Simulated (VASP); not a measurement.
**Mo: single point with PBEsol**

System: Mo, a slab with vacuum.

```
CELL_PARAMETERS angstrom
2.55518 0.00000 0.00000
0.00000 2.73551 0.00000
0.00000 0.00000 20.73804
ATOMIC_POSITIONS crystal
Mo 0.50000 0.00000 0.38576
Mo 0.50000 0.50000 0.50000
Mo 0.50000 0.00000 0.61424
```

```
Program                : VASP 6.6.1
Task                   : single point
Functional             : PBEsol
Potentials or basis    : VASP PAW PBE potentials, release 64 (Mo_sv)
Cutoff                 : 400 eV
k mesh                 : 7 × 6 × 1
Occupations            : fermi-dirac, width 0.1 eV
Spin                   : no spin polarisation
Dipole correction      : yes
Further INCAR settings : ALGO = Normal; EDIFF = 1e-06; NBANDS = 28; NELMDL = -8
```

| Item | Value |
| --- | --- |
| Largest force | 0.065 eV/Å |
| Band gap on the k mesh | zero (bands 21 and 22 overlap by 1.43 eV) |

Forces on the atoms (eV/Å):
```
Mo   0.000  0.000 -0.065
Mo   0.000  0.000  0.000
Mo   0.000  0.000  0.065
```

Levels at points of the mesh, in eV from the Fermi level:
```tsv
k point	band 17	band 18	band 19	band 20	band 21	band 22	band 23	band 24	band 25	band 26
(0.00, 0.00, 0.00)	-3.44	-3.38	-1.47	-1.24	-0.18	-0.02	0.95	1.42	1.60	2.54
(0.00, 0.50, 0.00)	-3.01	-2.50	-1.17	0.43	1.15	1.35	1.55	1.71	2.32	2.92
```

Run time: 88 s on 1 thread of AMD EPYC 7R43 64-Core Processor (Zen 3), on a shared host, peak memory 0.17 GiB.

Caveat: the k points lie up to 0.38 Å⁻¹ apart, too coarse for converged energies and pressures of a metal; the PAW data sets were made with another functional, which shifts forces and pressure a little.
